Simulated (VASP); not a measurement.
A run of VASP 6.6.1 is set up as follows.

INCAR

```
ALGO = Normal
EDIFF = 1E-6
ENCUT = 520
GGA = PE
ISIF = 2
ISMEAR = 0
LASPH = T
LCHARG = F
LREAL = F
LWAVE = F
NBANDS = 16
NELM = 80
PREC = Accurate
SIGMA = 0.011
```

File KPOINTS:

```
k-points
0
Gamma
  8 8 8
```

Contents of POSCAR:

```
CuI
1.0
    0.0000000000      3.0315000000      3.0315000000
    3.0315000000      0.0000000000      3.0315000000
    3.0315000000      3.0315000000      0.0000000000
I Cu
1 1
Direct
    0.0000000000      0.0000000000      0.0000000000
    0.7500000000      0.7500000000      0.7500000000
```

Potentials or basis: VASP PAW PBE potentials, release 64 (I, Cu).

Command:

```sh
$ cat potpaw_PBE.64/I/POTCAR potpaw_PBE.64/Cu/POTCAR > POTCAR
$ mpirun -np 1 vasp_std > vasp.out
```

**Question.** Estimate the band gap on the k mesh.

**Answer.** 1.14 eV.

**Question.** Predict the pressure.

**Answer.** 0.7 GPa.

Caveat: spin-orbit coupling is left out, which moves the levels of the heavy elements. PBE gaps usually lie below the measured ones, often by a third to a half.
